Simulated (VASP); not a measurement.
ZrB: single point with r2SCAN

Crystal: ZrB.

```xyz
12
Lattice="3.5476 0.0000 0.0000 -1.7738 3.0723 0.0000 0.0000 0.0000 16.3100" Properties=species:S:1:pos:R:3 pbc="T T T"
Zr    0.0000    0.0000    0.0000
Zr    0.0000    2.0482    2.6645
Zr    1.7738    1.0241    5.4906
Zr    0.0000    0.0000    8.1550
Zr    1.7738    1.0241   10.8195
Zr    0.0000    2.0482   13.6456
B     1.7738    1.0241    1.2444
B     0.0000    0.0000    4.0775
B     0.0000    2.0482    6.9106
B     0.0000    2.0482    9.3994
B     0.0000    0.0000   12.2325
B     1.7738    1.0241   15.0656
```

- Program: VASP 6.6.1
- Task: single point
- Functional: r2SCAN
- Potentials or basis: VASP PAW PBE potentials, release 64 (Zr_sv, B)
- Cutoff: 520 eV
- k mesh: 12 × 12 × 2
- Occupations: gaussian, width 0.1 eV
- Spin: no spin polarisation

| Property | Result |
| --- | --- |
| Pressure | 0.1 GPa |
| Largest force | 0.003 eV/Å |
| Band gap on the k mesh | zero (bands 45 and 46 overlap by 1.37 eV) |

Forces on the atoms (eV/Å):
```
Zr   0.000  0.000  0.000
Zr   0.000  0.000 -0.003
Zr   0.000  0.000  0.003
Zr   0.000  0.000  0.000
Zr   0.000  0.000 -0.003
Zr   0.000  0.000  0.003
B    0.000  0.000 -0.002
B    0.000  0.000  0.000
B    0.000  0.000  0.002
B    0.000  0.000 -0.002
B    0.000  0.000  0.000
B    0.000  0.000  0.002
```

Levels at points of the mesh, in eV from the Fermi level:
```tsv
k point	band 43	band 44	band 45	band 46	band 47	band 48	band 49	band 50
(0.00, 0.00, 0.00)	0.54	0.56	0.94	1.66	1.66	2.05	2.05	2.27
(0.50, 0.00, 0.00)	-0.74	-0.58	-0.56	0.41	0.64	1.55	2.40	3.04
(0.00, 0.00, 0.50)	1.08	1.08	1.08	1.08	1.82	1.82	2.68	2.68
(0.50, 0.00, 0.50)	-0.56	-0.56	-0.22	-0.22	1.23	1.23	2.68	2.68
```

Run time: 17 min on 1 thread of Intel(R) Xeon(R) 6975P-C (Granite Rapids), with other jobs on the host, peak memory 0.5 GiB.

Caveat: the PAW data sets were made with another functional, which shifts forces and pressure a little.
